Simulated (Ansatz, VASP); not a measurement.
**Two plane-wave programs on SiP5**

```xyz
6
Lattice="4.6184 0.0000 0.0000 0.0000 4.6184 0.0000 0.0000 0.0000 5.7295" Properties=species:S:1:pos:R:3 pbc="T T T"
Si    0.0000    0.0000    0.0000
P     1.2207    0.0000    3.6431
P     3.3977    0.0000    3.6431
P     0.0000    3.3977    2.0864
P     0.0000    1.2207    2.0864
P     2.3092    2.3092    0.0000
```

Alike in both runs: functional PBE; k mesh 3 × 3 × 3; occupations gaussian, width 0.2 eV; no spin polarisation.

Ansatz relaxed the structure, and its values are those at the end. VASP's run is a single point on that final structure, the one shown.

|  | VASP | Ansatz |
| --- | --- | --- |
| version | VASP 6.6.1 | Ansatz 0.2.0 |
| potentials or method | VASP PAW PBE potentials, release 64 (Si, P), cutoff 500 eV | scalar-relativistic, plane waves, PAW |
| valence electrons in the cell | 29 | 29 |

```csv
,VASP,Ansatz,Ansatz less VASP
gap on the k mesh at the Fermi level (eV),none,none,-
pressure (GPa),-0.2,0.0,+0.18
rms of the force components (eV/Å),0.010,0.003,-0.0071
```

A gap of «none» marks a metal or a gap that the smearing closes. The functional is the same, so the differences come from potentials, cutoffs and numerics.

The k mesh is coarse, so the values compare programs but aren't converged.
